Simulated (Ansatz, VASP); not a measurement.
YN: VASP beside Ansatz

Contents of INCAR:

```
SYSTEM = YN
ALGO = Normal ; EDIFF = 1E-8
ENCUT = 520 ; GGA = CA
GGA_COMPAT = .FALSE. ; ISIF = 2
ISMEAR = -1 ; LASPH = .TRUE.
LCHARG = .FALSE. ; LEFG = .TRUE.
LREAL = .FALSE. ; LWAVE = .FALSE.
NBANDS = 15 ; NELM = 120
PREC = Accurate ; SIGMA = 0.03
```

KPOINTS

```
k-points
0
G
  9 9 9
  0 0 0
```

File POSCAR:

```
YN
1.0
    0.0000000000      2.4466013884      2.4466013884
    2.4466013884      0.0000000000      2.4466013884
    2.4466013884      2.4466013884      0.0000000000
Y N
1 1
Direct
    0.0000000000      0.0000000000      0.0000000000
    0.5000000000      0.5000000000      0.5000000000
```

Input for Ansatz:

```yaml
crystal:
  lattice:
    - [0.0, 2.4466013884, 2.4466013884]
    - [2.4466013884, 0.0, 2.4466013884]
    - [2.4466013884, 2.4466013884, 0.0]
  atoms:
    - { symbol: "Y", position: [0.0, 0.0, 0.0] }
    - { symbol: "N", position: [0.5, 0.5, 0.5] }
kpoints:
  mp_grid: { grid: [9, 9, 9] }
scf:
  occupations: { method: fermi_dirac, width: 0.03 }
hamiltonian:
  xc: lda
  pseudopotentials: { kind: paw }
output:
  forces: true
  stress: true
  eigenvalues: true
  efg: { contact_densities: true }
```

Change from the starting cell: volume scaled by 1.01, PAW files.

Alike in both runs: task electric field gradients; functional LDA; k mesh 9 × 9 × 9; occupations fermi-dirac, width 0.03 eV; no spin polarisation.

|  | VASP | Ansatz |
| --- | --- | --- |
| version | VASP 6.6.1 | Ansatz 0.2.0 |
| potentials or method | VASP PAW LDA potentials, release 64 (Y_sv, N) | PAW with Ansatz's default frozen-core files, scalar-relativistic |
| plane-wave cutoff (eV) | 520 | 420 |
| valence electrons in the cell | 16 | 16 |

```tsv
	VASP	Ansatz	Ansatz less VASP
pressure (GPa)	-7.3	-7.5	-0.16
```

LDA's correlation is that of Perdew and Zunger in VASP and of Perdew and Wang (1992) in Ansatz.
